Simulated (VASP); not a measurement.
Here is a VASP 6.6.1 calculation.

Contents of INCAR:

```
PREC = Accurate
ENCUT = 400
EDIFF = 1E-8
ISMEAR = -1
SIGMA = 0.03
LREAL = False
LASPH = True
NELM = 120
ALGO = Normal
ISIF = 2
LWAVE = False
LCHARG = False
GGA = PS
LEFG = True
NBANDS = 15
GGA_COMPAT = False
```

KPOINTS

```
regular mesh
0
Gamma
  6 6 6
```

Contents of POSCAR:

```
CsCl
1.0
    4.1503054315      0.0000000000      0.0000000000
    0.0000000000      4.1503054315      0.0000000000
    0.0000000000      0.0000000000      4.1503054315
Cs Cl
1 1
Direct
    0.0000000000      0.0000000000      0.0000000000
    0.5000000000      0.5000000000      0.5000000000
```

Potentials or basis: VASP PAW PBE potentials, release 64 (Cs_sv, Cl).

Launch:

```console
$ cat potpaw_PBE.64/Cs_sv/POTCAR potpaw_PBE.64/Cl/POTCAR > POTCAR
$ mpirun -np 1 vasp_std > vasp.out
```

Question: Estimate the band gap on the k mesh.

Answer: 4.96 eV, direct.

Question: Estimate the pressure.

Answer: -0.9 GPa.

Caveat: without QUAD_EFG the Cq values of the log hold for a quadrupole moment of 1 mb, not for the nuclei; the PAW data sets were made with another functional, which shifts forces and pressure a little; spin-orbit coupling is left out, which moves the levels of the heavy elements.
